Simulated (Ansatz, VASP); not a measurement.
# Two plane-wave programs on Si2W

File POSCAR:

```
Si2W
1.0
   -1.5585266400      1.5585266400      3.9417336000
    1.5585266400     -1.5585266400      3.9417336000
    1.5585266400      1.5585266400     -3.9417336000
Si W
2 1
Direct
    0.3376627343      0.3376627343      0.0000000000
    0.6623372657      0.6623372657      0.0000000000
    0.0000000000      0.0000000000      0.0000000000
```

Contents of INCAR.step1:

```
SYSTEM = Si2W
PREC = Accurate
ENCUT = 520
ISMEAR = 0
SIGMA = 0.1
LREAL = .FALSE.
LASPH = .TRUE.
NELM = 100
NBANDS = 18
GGA = PE
ALGO = Normal
EDIFF = 1E-4
LWAVE = .TRUE.
LCHARG = .FALSE.
```

INCAR.step2

```
SYSTEM = Si2W
PREC = Accurate
ENCUT = 520
EDIFF = 1E-7
ISMEAR = 0
SIGMA = 0.1
LREAL = .FALSE.
LASPH = .TRUE.
NELM = 100
ALGO = Normal
ISIF = 2
LWAVE = .FALSE.
LCHARG = .FALSE.
METAGGA = R2SCAN
LMIXTAU = .TRUE.
NBANDS = 18
ISTART = 1
```

The input KPOINTS:

```
regular mesh
0
G
  18 18 18
  0 0 0
```

Input for Ansatz:

```yaml
crystal:
  lattice:
    - [-1.55852664, 1.55852664, 3.9417336]
    - [1.55852664, -1.55852664, 3.9417336]
    - [1.55852664, 1.55852664, -3.9417336]
  atoms:
    - { symbol: Si, position: [0.3376627343, 0.3376627343, 0.0] }
    - { symbol: Si, position: [0.6623372657, 0.6623372657, 0.0] }
    - { symbol: W, position: [0.0, 0.0, 0.0] }
basis:
  ecutwfc: 500
kpoints:
  mp_grid: { grid: [18, 18, 18] }
hamiltonian:
  xc: r2scan
scf:
  occupations: { method: gaussian, width: 0.1 }
output:
  forces: true
  stress: true
  eigenvalues: true
```

Alike in both runs: task single point; functional r2SCAN; k mesh 18 × 18 × 18; occupations gaussian, width 0.1 eV; no spin polarisation.

|  | VASP | Ansatz |
| --- | --- | --- |
| version | VASP 6.6.1 | Ansatz 0.2.0 |
| potentials or method | VASP PAW PBE potentials, release 64 (Si, W_sv), cutoff 520 eV | scalar-relativistic, plane waves, PAW |
| valence electrons in the cell | 22 | 22 |

|  | VASP | Ansatz | Ansatz less VASP |
| --- | --- | --- | --- |
| gap on the k mesh at the Fermi level (eV) | none | none | - |
| pressure (GPa) | 13.5 | 13.2 | -0.34 |
| traceless stress, the component that is largest in VASP (GPa) | -11.37 | -11.16 | +0.212 |
| rms of the force components (eV/Å) | 0.308 | 0.304 | -0.0045 |

VASP's potentials were made for PBE, not for r2SCAN. Atom by atom the forces differ by 0.004 eV/Å (rms over components). A gap of «none» marks a metal or a gap that the smearing closes.

Spin-orbit coupling is off throughout.
